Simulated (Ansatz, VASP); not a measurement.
## One calculation of Nb, two programs

```
CELL_PARAMETERS angstrom
-1.57856 1.66505 1.66505
1.66505 -1.57856 1.66505
1.66505 1.66505 -1.57856
ATOMIC_POSITIONS crystal
Nb 0.00000 0.00000 0.00000
```

Alike in both runs: task single point; functional PBEsol; k mesh 22 × 22 × 22; occupations gaussian, width 0.15 eV; no spin polarisation.

|  | VASP | Ansatz |
| --- | --- | --- |
| version | VASP 6.6.1 | Ansatz 0.2.0 |
| potentials or method | VASP PAW PBE potentials, release 64 (Nb_sv), cutoff 520 eV | scalar-relativistic, plane waves, PAW |
| valence electrons in the cell | 13 | 13 |

|  | VASP | Ansatz | Ansatz less VASP |
| --- | --- | --- | --- |
| gap on the k mesh at the Fermi level (eV) | none | none | - |
| pressure (GPa) | -8.6 | -8.3 | +0.27 |
| traceless stress, the component that is largest in VASP (GPa) | -0.81 | -0.78 | +0.027 |

VASP's potentials were made for PBE, not for PBEsol. A gap of «none» marks a metal or a gap that the smearing closes. With one functional, cell and mesh, what is left measures potentials, basis and numerics.
